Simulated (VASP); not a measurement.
Set up this calculation in VASP 6.6.1, as the native input.

* Task: single point
* Functional: LDA
* Potentials or basis: VASP PAW LDA potentials, release 64 (K_sv, Br)
* Cutoff: 520 eV
* k mesh: 6 × 6 × 6
* Occupations: fermi-dirac, width 0.01 eV
* Spin: no spin polarisation
* Dipole correction: no
* Further INCAR settings: ALGO = Normal; EDIFF = 1e-06; NBANDS = 15

The structure of KBr lies in POSCAR:

```
KBr
1.0
    0.0000000000      3.2925000000      3.2925000000
    3.2925000000      0.0000000000      3.2925000000
    3.2925000000      3.2925000000      0.0000000000
K Br
1 1
Direct
    0.0000000000      0.0000000000      0.0000000000
    0.5000000000      0.5000000000      0.5000000000
```

One way to write it, as run:

INCAR

```
SYSTEM = KBr
  PREC = Accurate
  ENCUT = 520
  EDIFF = 1E-6
  ISMEAR = -1
  SIGMA = 0.01
  LREAL = .FALSE.
  LASPH = .TRUE.
  NELM = 80
  ALGO = Normal
  ISIF = 2
  LWAVE = .FALSE.
  LCHARG = .TRUE.
  LELF = .TRUE.
  LVHAR = .TRUE.
  NBANDS = 15
```

KPOINTS

```
regular mesh
0
G
  6 6 6
  0 0 0
```

Potentials or basis: VASP PAW LDA potentials, release 64 (K_sv, Br).

The run is started by

```sh
$ cat potpaw_LDA.64/K_sv/POTCAR potpaw_LDA.64/Br/POTCAR > POTCAR
$ mpirun -np 1 vasp_std > vasp.out
```

Results of the run:

* Pressure: -1.5 GPa
* Band gap on the k mesh: 4.06 eV

It took 18 s on 1 thread of Intel Xeon 8259CL, on a shared host, peak memory 0.17 GiB.
